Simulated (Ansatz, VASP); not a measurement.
**Ta: VASP beside Ansatz**

```
Ta
1.0
    -2.21034    2.21034    1.20871
     2.21034   -2.21034    1.20871
     2.21034    2.21034   -1.20871
Ta
2
Cartesian
  0.0000 -1.1052 -0.3022
  0.0000 1.1052 0.3022
```

Change from the starting cell: volume scaled by 0.6, PAW files.

Alike in both runs: task single point; functional PBE; k mesh 17 × 17 × 17; occupations fermi-dirac, width 0.1 eV; no spin polarisation.

|  | VASP | Ansatz |
| --- | --- | --- |
| version | VASP 6.6.1 | Ansatz 0.2.0 |
| potentials or method | VASP PAW PBE potentials, release 64 (Ta_sv_GW) | PAW with Ansatz's default frozen-core files, scalar-relativistic |
| plane-wave cutoff (eV) | 500 | 420 |
| valence electrons in the cell | 26 | 26 |

```csv
,VASP,Ansatz,Ansatz less VASP
pressure (GPa),216.5,216.7,+0.20
"traceless stress, the component that is largest in VASP (GPa)",-0.45,0.03,+0.480
```

Both programs put the cell under a high pressure, so it lies far from rest at this level.

Spin-orbit coupling is off throughout. Noted on VASP's run: the cell as given lies far from equilibrium.
